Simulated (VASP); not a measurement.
# LiAl32O48 (a cell with a defect) in VASP: further runs

LiAl32O48 (a cell with a defect) is run at these levels: PBE, r2SCAN; tasks: single point.

Program: VASP 6.6.1. These are calculated values, not measurements. Logs are shortened: lines on timing, memory, paths and dates and some standing lists are left out, and cuts for length are marked.

## Step 1: The cell of the first run

The cell holds a defect, 81 atoms: a = 10.361 Å, b = 10.361 Å, c = 10.361 Å, α = 55.29°, β = 55.29°, γ = 55.29°.

## Step 2: Single point, PBE

File INCAR:

```
SYSTEM = LiAl32O48
PREC = Accurate
ENCUT = 520
EDIFF = 1E-6
ISMEAR = -1
SIGMA = 0.01
LREAL = Auto
LASPH = .True.
NELM = 80
ALGO = Normal
ISIF = 2
LWAVE = .False.
LCHARG = .False.
GGA = PE
NBANDS = 240
NELECT = 386.0
```

File KPOINTS:

```
Automatic mesh
0
Gamma
  1 1 1
  0 0 0
```

File POSCAR:

```
LiAl32O48
1.0
    4.8078835200      2.7758328500      8.7484141900
   -4.8078835200      2.7758328500      8.7484141900
    0.0000000000     -5.5516656900      8.7484141900
Al O Li
32 48 1
Direct
    0.3324187989      0.3331055876      0.3336626444
    0.4299969467      0.4306914311      0.4312561683
    0.0695621300      0.0702555744      0.0708204706
    0.1671525275      0.1678443080      0.1683997692
    0.3239567380      0.3243569141      0.8252523816
    0.4268026030      0.4287437898      0.9253780881
    0.0727484288      0.0721984987      0.5767071761
    0.1756016326      0.1765931291      0.6768200751
    0.3236606474      0.8246869285      0.3252157146
    0.4280522542      0.9248051373      0.4280684611
    0.0715058435      0.5761384932      0.0740135390
    0.1758966946      0.6762607301      0.1768585552
    0.3237825091      0.8241438406      0.8241302568
    0.4264674999      0.9254839570      0.9260401387
    0.0730912796      0.5754670110      0.5760318771
    0.1757735515      0.6768035765      0.6779499720
    0.8239951808      0.3246538407      0.3249191842
    0.9241150976      0.4275044809      0.4293106177
    0.5754445508      0.0734479883      0.0727686515
    0.6755691332      0.1762949744      0.1771551871
    0.8228669350      0.3244802769      0.8247061940
    0.9247845878      0.4271618833      0.9260434099
    0.5747719506      0.0737880998      0.5760289743
    0.6766876541      0.1764683809      0.6773692362
    0.8234503734      0.8235647688      0.3250467224
    0.9247870727      0.9254828050      0.4277267474
    0.5747734502      0.5754735503      0.0743491112
    0.6761087633      0.6773856245      0.1770371702
    0.8233906368      0.8240899050      0.8246567541
    0.9257553611      0.9264525494      0.9270198983
    0.5737992603      0.5744939526      0.5750625488
    0.6761612073      0.6768608915      0.6774242900
    0.2188261984      0.0349968697      0.3710245764
    0.4652528443      0.1304891186      0.2819885415
    0.0343047474      0.3704568179      0.2200904229
    0.3697613665      0.2195243657      0.0355660273
    0.1297985310      0.2814240845      0.4665112039
    0.2807273020      0.4659460155      0.1310573013
    0.2214110728      0.0267680461      0.8746542069
    0.4713841993      0.1250390782      0.7809644111
    0.0281713675      0.3759121131      0.7211077582
    0.3747531097      0.2244060813      0.5329929665
    0.1248085080      0.2765465850      0.9690752203
    0.2781451439      0.4741812991      0.6274225879
    0.2237121107      0.5324327762      0.3760090995
    0.4734875791      0.6268567273      0.2794062104
    0.0260739503      0.8740901269      0.2226711918
    0.3752159937      0.7205494431      0.0294300314
    0.1243430866      0.7804014097      0.4726461643
    0.2758495966      0.9685140478      0.1260649543
    0.2219915833      0.5277267356      0.8776473603
    0.4715672123      0.6261121377      0.7786020701
    0.0279893803      0.8748335235      0.7234800685
    0.3742468859      0.7241738325      0.5287107469
    0.1253087795      0.7767740213      0.9733705835
    0.2775599190      0.9732186191      0.6244364030
    0.7198534039      0.0288678619      0.3764747739
    0.9678220594      0.1255054802      0.2771032310
    0.5317434341      0.3754459704      0.2249645818
    0.8733974211      0.2221079323      0.0273292298
    0.6261630667      0.2788424644      0.4747450999
    0.7797073932      0.4720832601      0.1255998930
    0.7222144246      0.0286863917      0.8753996412
    0.9721041447      0.1260056518      0.7773393585
    0.5274434994      0.3749416768      0.7247440030
    0.8763826056      0.2226908123      0.5282931757
    0.6231737524      0.2782564945      0.9737860659
    0.7773377287      0.4722614943      0.6266779678
    0.7234766788      0.5281462395      0.3755082040
    0.9725257632      0.6238681900      0.2788238455
    0.5270336506      0.8770764487      0.2232582089
    0.8741370381      0.7229137406      0.0292535653
    0.6254181720      0.7780379260      0.4728273796
    0.7760763324      0.9728046840      0.1265727108
    0.7214351902      0.5284348822      0.8763152677
    0.9718187194      0.6251961373      0.7793832595
    0.5277397670      0.8757533977      0.7226930899
    0.8750577604      0.7221289307      0.5289987634
    0.6244985895      0.7788224197      0.9730803075
    0.7781226897      0.9725146703      0.6257613276
    0.2497622095      0.2504650136      0.2510641375
```

Potentials or basis: VASP PAW PBE potentials, release 64 (Al, O, Li_sv).

On the command line:

```
$ cat potpaw_PBE.64/Al/POTCAR potpaw_PBE.64/O/POTCAR potpaw_PBE.64/Li_sv/POTCAR > POTCAR
$ mpirun -np 1 vasp_gam > vasp.out
```

OUTCAR:

```text
SYSTEM = LiAl32O48
   PREC = Accurate
   ENCUT = 520
   EDIFF = 1E-6
   ISMEAR = -1
   LREAL = Auto
   LASPH = .True.
   NELM = 80
   ISIF = 2
   GGA = PE
   NELECT = 386.0

 ion  position               nearest neighbor table
   1  0.332  0.333  0.334-  59 1.88  42 1.88  45 1.88  38 1.93  34 1.93  37 1.93  81 2.17   2 2.56
                            20 2.79  12 2.79   8 2.79
   2  0.430  0.431  0.431-  61 1.84  46 1.84  44 1.84  42 2.04  45 2.04  59 2.04   1 2.56  23 2.85
                            15 2.85  27 2.85   9 3.20   5 3.20  17 3.20
   3  0.070  0.070  0.071-  47 1.84  39 1.84  60 1.84  58 2.04  50 2.04  43 2.04   4 2.56  14 2.85
                            26 2.85  22 2.85  20 3.20  12 3.20   8 3.20
   4  0.167  0.168  0.168-  43 1.88  50 1.88  58 1.88  36 1.93  35 1.93  33 1.93  81 2.17   3 2.56
                             5 2.79   9 2.79  17 2.79
   5  0.324  0.324  0.825-  44 1.87  40 1.87  43 1.88  65 1.99  51 1.99  36 2.01   6 2.69   4 2.79
                            16 2.82  24 2.82   2 3.20  14 3.26  22 3.27
   6  0.427  0.429  0.925-  52 1.86  67 1.87  38 1.89  65 1.98  51 1.98  36 2.06   5 2.69  31 2.80
                            81 2.81  19 2.84  11 2.84  13 3.23  21 3.23
   7  0.073  0.072  0.577-  53 1.86  66 1.87  33 1.89  64 1.98  56 1.98  37 2.06   8 2.69  30 2.80
                            81 2.81  10 2.84  18 2.84  16 3.23  24 3.23
   8  0.176  0.177  0.677-  39 1.87  41 1.87  42 1.88  64 1.99  56 1.99  37 2.01   7 2.69   1 2.79
                            13 2.82  21 2.82   3 3.20  15 3.26  23 3.27
   9  0.324  0.825  0.325-  46 1.87  49 1.87  50 1.88  54 1.99  71 1.99  33 2.01  10 2.69   4 2.79
[... 93 lines left out ...]
  79  0.624  0.779  0.973-  14 1.87  29 1.87  27 1.98  28 1.99
  80  0.778  0.973  0.626-  26 1.87  29 1.87  23 1.98  24 1.99
  81  0.250  0.250  0.251-  37 1.96  33 1.96  35 1.96  34 1.96  38 1.96  36 1.96   4 2.17   1 2.17
                             7 2.81  18 2.81  10 2.81  11 2.81  19 2.81   6 2.81

  LATTYP: Found a trigonal (rhomboedric) cell.
 ALAT       =    10.3612616410
 COS(alpha) =     0.5693617618

  Lattice vectors:

 A1 = (   4.8078835200,   2.7758328500,   8.7484141900)
 A2 = (  -4.8078835200,   2.7758328500,   8.7484141900)
 A3 = (   0.0000000000,  -5.5516656900,   8.7484141900)

Analysis of symmetry for initial positions (statically):
=====================================================================
 Subroutine PRICEL returns:
 Original cell was already a primitive cell.

 Routine SETGRP: Setting up the symmetry group for a
 trigonal (rhombohedral) supercell.

 Subroutine GETGRP returns: Found  1 space group operations
 (whereof  1 operations were pure point group operations)
 out of a pool of 12 trial point group operations.

The static configuration has the point symmetry C_1 .

Analysis of symmetry for dynamics (positions and initial velocities):
=====================================================================
 Subroutine PRICEL returns:
 Original cell was already a primitive cell.

 Routine SETGRP: Setting up the symmetry group for a
 trigonal (rhombohedral) supercell.

 Subroutine GETGRP returns: Found  1 space group operations
 (whereof  1 operations were pure point group operations)
 out of a pool of 12 trial point group operations.

The dynamic configuration has the point symmetry C_1 .

 Subroutine INISYM returns: Found  1 space group operations
 (whereof  1 operations are pure point group operations),
 and found     1 'primitive' translations

----------------------------------------------------------------------------------------

                                     Primitive cell

  volume of cell :     700.5318

  direct lattice vectors                    reciprocal lattice vectors
     4.807883520  2.775832850  8.748414190     0.103995864  0.060042040  0.038102144
    -4.807883520  2.775832850  8.748414190    -0.103995864  0.060042040  0.038102144
     0.000000000 -5.551665690  8.748414190     0.000000000 -0.120084080  0.038102144

  length of vectors
[... 191 lines left out ...]
[... 30 lines left out ...]
   NFREE  =      0    steps in history (QN), initial steepest desc. (CG)
   ISIF   =      2    stress and relaxation
   ISYM   =      2    0-nonsym 1-usesym 2-fastsym
   POTIM  = 0.5000    time-step for ionic-motion
   TEBEG  =    0.0;   TEEND  =   0.0 temperature during run
   PSTRESS=    0.0 pullay stress
   NELECT =     386.0000    total number of electrons
   NUPDOWN=      -1.0000    fix difference up-down
   EMIN   =  10.00;   EMAX   =-10.00  energy-range for DOS
   EFERMI =   0.00;   METHOD = LEGACY
   ISMEAR =    -1;   SIGMA  =   0.01  broadening in eV -4-tet -1-fermi 0-gaus
   EFERMI_NEDOS =   21; number of points for ismear=-14 and -15
   IALGO  =     38    algorithm
   IMIX   =      4    mixing-type and parameters
     AMIX     =   0.40;   BMIX     =  1.00
     AMIX_MAG =   1.60;   BMIX_MAG =  1.00
  volume/ion in A,a.u.               =       8.65        58.36
  Fermi-wavevector in a.u.,A,eV,Ry     =   1.342130  2.536258 24.508358  1.801314
  Thomas-Fermi vector in A             =   2.470309
   LORBIT       =      0    0 simple, 1 ext, 2 COOP (PROOUT), +10 PAW based schemes
   GGA     = PE    functional components
[... 5 lines left out ...]
 non-spin polarized calculation
  energy-cutoff  :      520.00
  volume of cell :      700.53
 maximum number of plane-waves:      9404
 NGX is ok and might be reduce to    80
   NGX = 39   NGY = 39   NGZ = 39

 number of electron     386.0000013 magnetization

 Free energy of the ion-electron system (eV)
  ---------------------------------------------------
  ext. energy  EPLUGINS =         0.00000000
  ---------------------------------------------------
  free energy    TOTEN  =      -608.79358472 eV

  energy without entropy =     -608.79358472  energy(sigma->0) =     -608.79358472

 E-fermi :   6.2871     XC(G=0): -11.5598

 val. band max:        5.8889229497   @ k =   0.0000   0.0000   0.0000
 cond. band min:      11.7410175918   @ k =   0.0000   0.0000   0.0000
 fundamental gap:      5.8520946422
 Fermi energy:         6.2871263337

 k-point     1 :       0.0000    0.0000    0.0000
  band No.  band energies     occupation
      1     -36.9376      2.00000
      2     -13.1381      2.00000
      3     -12.2199      2.00000
      4     -12.1994      2.00000
      5     -12.1322      2.00000
      6     -12.0627      2.00000
[... 197 lines left out ...]
    204      15.1103      0.00000
    205      15.1840      0.00000
 [bands above 205 left out]

------------------------ aborting loop because EDIFF is reached ----------------------------------------

  FORCE on cell =-STRESS in cart. coord.  units (eV):
  Direction    XX          YY          ZZ          XY          YZ          ZX
  --------------------------------------------------------------------------------------
  -------------------------------------------------------------------------------------
  Total       -9.4625693     -9.4407070     -0.9607174      0.0000324      0.0032715      0.0037086
  in kB      -21.6417223    -21.5917214     -2.1972445      0.0000740      0.0074822      0.0084819
  external PRESSURE =     -15.1435627 kB  Pullay stress =       0.0000000 kB

 VOLUME and BASIS-vectors are now :
 -----------------------------------------------------------------------------
  energy-cutoff  :      520.00
  volume of cell :      700.53
      direct lattice vectors                 reciprocal lattice vectors
     4.807883520  2.775832850  8.748414190     0.103995864  0.060042040  0.038102144
    -4.807883520  2.775832850  8.748414190    -0.103995864  0.060042040  0.038102144
     0.000000000 -5.551665690  8.748414190     0.000000000 -0.120084080  0.038102144

 POSITION                                       TOTAL-FORCE (eV/Angst)
 -----------------------------------------------------------------------------------
     -0.00330     -0.00500      8.74130        -0.002412     -0.002483      0.004244
     -0.00334     -0.00506     11.30247        -0.001050     -0.000498      0.005800
     -0.00333     -0.00506      1.84275        -0.002087     -0.002779     -0.004009
     -0.00333     -0.00500      4.40392        -0.000061     -0.002386     -0.004389
     -0.00192     -2.78191     12.89137        -0.000399      0.001308     -0.013681
     -0.00933     -2.76254     15.58027         0.000287      0.002558      0.007998
[... 73 lines left out ...]
     -0.93461      1.38546     20.78972         0.003139      0.000145     -0.000118
     -0.00338     -0.00528      6.57261         0.000404      0.001430     -0.006443
 -----------------------------------------------------------------------------------
    total drift:                               -0.014151     -0.027798      0.037996

  FREE ENERGIE OF THE ION-ELECTRON SYSTEM (eV)
  ---------------------------------------------------
  free  energy   TOTEN  =      -608.7935847164 eV

  energy  without entropy=     -608.7935847164  energy(sigma->0) =     -608.79358472
```

Wall time 15 min (1 thread of Intel Xeon 8259CL, shared host); peak memory 0.95 GiB.

Results:

* Free energy: -608.7936 eV
* Largest force: 0.019 eV/Å

Forces in eV/Å, atoms in the order of the input:
```
Al  -0.002 -0.002  0.004
Al  -0.001  0.000  0.006
Al  -0.002 -0.003 -0.004
Al   0.000 -0.002 -0.004
Al   0.000  0.001 -0.014
Al   0.000  0.003  0.008
Al   0.002 -0.005 -0.009
Al  -0.001 -0.002  0.012
Al   0.000 -0.001 -0.013
Al   0.003  0.000  0.008
Al  -0.006  0.001 -0.008
Al  -0.001 -0.001  0.013
Al   0.002  0.001 -0.005
Al  -0.002 -0.002  0.007
Al   0.002  0.001 -0.009
Al   0.001  0.002  0.009
Al  -0.002  0.000 -0.015
Al  -0.003 -0.003  0.007
Al   0.005  0.003 -0.009
Al   0.000 -0.001  0.012
Al  -0.001  0.000 -0.008
Al   0.003  0.000  0.008
Al  -0.002  0.001 -0.009
Al   0.000  0.000  0.010
Al   0.000  0.000 -0.008
Al   0.000  0.002  0.008
Al   0.001 -0.002 -0.010
Al   0.002  0.002  0.010
Al   0.001  0.001 -0.006
Al   0.000 -0.001  0.008
Al   0.000  0.000 -0.010
Al   0.001  0.001  0.009
O    0.006 -0.010 -0.009
O    0.014  0.002  0.008
O   -0.015 -0.001 -0.009
O    0.007  0.011 -0.010
O   -0.005 -0.013  0.010
O   -0.008  0.013  0.010
O    0.001  0.001 -0.002
O   -0.002 -0.002  0.002
O    0.001  0.004  0.000
O    0.005 -0.007  0.002
O   -0.005  0.004 -0.004
O    0.004 -0.001  0.002
O   -0.008 -0.001  0.001
O   -0.003 -0.001  0.001
O   -0.001  0.003 -0.001
O    0.003 -0.004  0.000
O   -0.001  0.003  0.002
O    0.005  0.003 -0.003
O   -0.002 -0.001  0.004
O   -0.004 -0.003  0.000
O    0.001  0.002  0.002
O    0.000 -0.001  0.001
O    0.001  0.000  0.000
O    0.001  0.002 -0.002
O   -0.004  0.000  0.001
O   -0.002 -0.006 -0.003
O    0.002  0.007  0.004
O    0.002 -0.001 -0.003
O   -0.001  0.002  0.000
O    0.003 -0.001  0.002
O   -0.002  0.000  0.000
O   -0.003 -0.002  0.001
O    0.003  0.002 -0.001
O    0.000  0.001  0.002
O   -0.002  0.000 -0.002
O    0.004  0.000  0.001
O   -0.001  0.002  0.001
O    0.000 -0.001 -0.001
O   -0.002  0.002  0.003
O    0.002 -0.004 -0.001
O   -0.001  0.002  0.000
O    0.003 -0.001  0.000
O   -0.004 -0.001  0.001
O   -0.002 -0.003 -0.001
O    0.003  0.002  0.001
O    0.000 -0.003  0.000
O    0.000  0.003 -0.001
O    0.003  0.000  0.000
Li   0.000  0.001 -0.006
```

Levels at points of the mesh, in eV from the Fermi level:
```
           k point  band 189  band 190  band 191  band 192  band 193  band 194  band 195  band 196  band 197  band 198
(0.00, 0.00, 0.00)     -0.62     -0.62     -0.45     -0.45     -0.40      5.45      7.83      7.94      8.39      8.65
```

Caveat: the k points lie up to 0.79 Å⁻¹ apart; the cell carries a net charge on a neutralising background, which shifts energy and pressure; the cell is charged against a uniform background, so pressure and absolute levels hang on convention; the cutoff is under 1.25 times the usual one of these potentials, so pressure, stress and relaxed cells hold a basis-set (Pulay) error.

(Part 1 of 2 ends here.)
